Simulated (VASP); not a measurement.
Write the native input for VASP 6.6.1 that does the following.

| Quantity | Value |
| --- | --- |
| Task | relaxation of the atoms |
| Functional | r2SCAN |
| Potentials or basis | VASP PAW PBE potentials, release 64 (Li_sv, Se) |
| Cutoff | 720 eV |
| k mesh | 8 × 8 × 8 |
| Occupations | fermi-dirac, width 0.02 eV |
| Spin | no spin polarisation |
| Dipole correction | no |
| Further INCAR settings | ALGO = Normal; EDIFF = 1e-07; IBRION = 2; EDIFFG = -0.01; NSW = 50 |

Li2Se:

```xyz
3
Lattice="0.0000 2.9727 2.9727 2.9727 0.0000 2.9727 2.9727 2.9727 0.0000" Properties=species:S:1:pos:R:3 pbc="T T T"
Li    1.4863    1.4863    1.4863
Li    4.4590    4.4590    4.4590
Se    0.0000    0.0000    0.0000
```

The input as run:

POSCAR

```
Li2Se
1.0
    0.0000000000      2.9726950700      2.9726950700
    2.9726950700      0.0000000000      2.9726950700
    2.9726950700      2.9726950700      0.0000000000
Li Se
2 1
Direct
    0.2500000000      0.2500000000      0.2500000000
    0.7500000000      0.7500000000      0.7500000000
    0.0000000000      0.0000000000      0.0000000000
```

INCAR.step1

```
PREC = Accurate
ENCUT = 720
ISMEAR = -1
SIGMA = 0.02
LREAL = F
LASPH = T
NELM = 120
GGA = PE
ALGO = Normal
EDIFF = 1E-5
LWAVE = T
LCHARG = F
GGA_COMPAT = F
IBRION = 2
EDIFFG = -0.01
NELMIN = 4
NSW = 100
```

INCAR.step2

```
PREC = Accurate
ENCUT = 720
EDIFF = 1E-7
ISMEAR = -1
SIGMA = 0.02
LREAL = F
LASPH = T
NELM = 120
ALGO = Normal
ISIF = 2
LWAVE = F
LCHARG = F
METAGGA = R2SCAN
LMIXTAU = T
IBRION = 2
NSW = 50
EDIFFG = -0.01
ISTART = 1
GGA_COMPAT = F
NELMIN = 4
```

KPOINTS

```
regular mesh
0
Gamma
  8 8 8
```

Potentials or basis: VASP PAW PBE potentials, release 64 (Li_sv, Se).

Command:

```console
$ cat potpaw_PBE.64/Li_sv/POTCAR potpaw_PBE.64/Se/POTCAR > POTCAR
$ cp INCAR.step1 INCAR
$ mpirun -np 1 vasp_std > vasp.out
$ cp INCAR.step2 INCAR
$ mpirun -np 1 vasp_std > vasp.out
```

It gave:

| Quantity | Value |
| --- | --- |
| Pressure after relaxing | 0.6 GPa |
| Band gap on the k mesh | 3.44 eV (least direct gap 4.28 eV) |

Caveat: the relaxation stopped at its first step, so nothing moved; the PAW data sets were made with another functional, which shifts forces and pressure a little.

Run time: 3.6 min on 1 thread of Oxide Virtual Turin-like Processor, with other jobs on the host, peak memory 0.23 GiB.
